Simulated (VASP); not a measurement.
FeSi: single point with r2SCAN

FeSi:

```
Fe Si
1.0
     2.57306    0.00000    0.00000
     0.00000    2.57306    0.00000
     0.00000    0.00000    2.57306
Fe Si
1 1
Cartesian
  0.0000 0.0000 0.0000
  1.2865 1.2865 1.2865
```

This cell differs from its parent crystal: volume scaled by 0.840.

- Program: VASP 6.6.1
- Task: single point
- Functional: r2SCAN
- Potentials or basis: VASP PAW PBE potentials, release 64 (Fe, Si)
- Cutoff: 520 eV
- k mesh: 18 × 18 × 18
- Occupations: gaussian, width 0.05 eV
- Spin: no spin polarisation

```json
{"Pressure": "71.6 GPa", "Band gap on the k mesh": "zero (band 6 reaches 15.04 eV, above the bottom of band 7 at 14.48 eV)"}
```

Levels at points of the mesh, in eV from the Fermi level:
| k point | band 2 | band 3 | band 4 | band 5 | band 6 | band 7 | band 8 | band 9 | band 10 | band 11 |
| --- | --- | --- | --- | --- | --- | --- | --- | --- | --- | --- |
| (0.00, 0.00, 0.00) | -5.66 | -5.66 | -1.60 | -1.60 | -1.60 | 4.09 | 4.09 | 4.09 | 8.87 | 8.87 |
| (0.50, 0.00, 0.00) | -11.22 | -4.26 | -3.65 | -3.65 | -1.33 | 0.47 | 6.27 | 11.07 | 11.07 | 11.32 |
| (0.50, 0.50, 0.00) | -6.68 | -6.68 | -5.47 | -3.04 | -3.04 | -0.03 | 3.51 | 3.58 | 10.86 | 16.30 |
| (0.50, 0.50, 0.50) | -8.34 | -8.34 | 0.05 | 0.05 | 0.21 | 1.19 | 1.19 | 1.19 | 5.47 | 5.47 |

Wall time 58 s on 1 thread of Intel(R) Xeon(R) 6975P-C (Granite Rapids), on a shared host, peak memory 0.17 GiB.

Caveat: the PAW data sets were made with another functional, which shifts forces and pressure a little. Spin polarisation is off, so any magnetic state and its effect on volume and gap are missing.
